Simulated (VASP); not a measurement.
# C: single point with PBE+D3(BJ)

Slab: C, a slab with vacuum.

```
C
1.0
     2.46581    0.00000    0.00000
    -1.23291    2.13528    0.00000
     0.00000    0.00000   17.00000
C
2
Direct
  0.08335 0.16669 0.50000
  0.41665 0.83331 0.50000
```

* Program: VASP 6.6.1
* Task: single point
* Functional: PBE
* Dispersion: D3(BJ)
* Potentials or basis: VASP PAW PBE potentials, release 64 (C)
* Cutoff: 520 eV
* k mesh: 15 × 15 × 1
* Occupations: gaussian, width 0.05 eV
* Spin: no spin polarisation
* Dipole correction: yes
* Further INCAR settings: ALGO = Normal; EDIFF = 1e-06; NBANDS = 11

```
Largest force              : 0.004 eV/Å
Dispersion energy per atom : -0.089 eV
```

Forces on the atoms (eV/Å):
```
C    0.000 -0.004  0.000
C    0.000  0.004  0.000
```

Levels at points of the mesh, in eV from the Fermi level:
| k point | band 1 | band 2 | band 3 | band 4 | band 5 | band 6 | band 7 | band 8 |
| --- | --- | --- | --- | --- | --- | --- | --- | --- |
| (0.00, 0.00, 0.00) | -19.53 | -7.62 | -3.05 | -3.04 | 3.25 | 4.09 | 4.50 | 5.93 |

Run time: 50 s on 1 thread of Intel(R) Xeon(R) Platinum 8375C CPU @ 2.90GHz (Ice Lake) (shared host), peak memory 0.21 GiB.
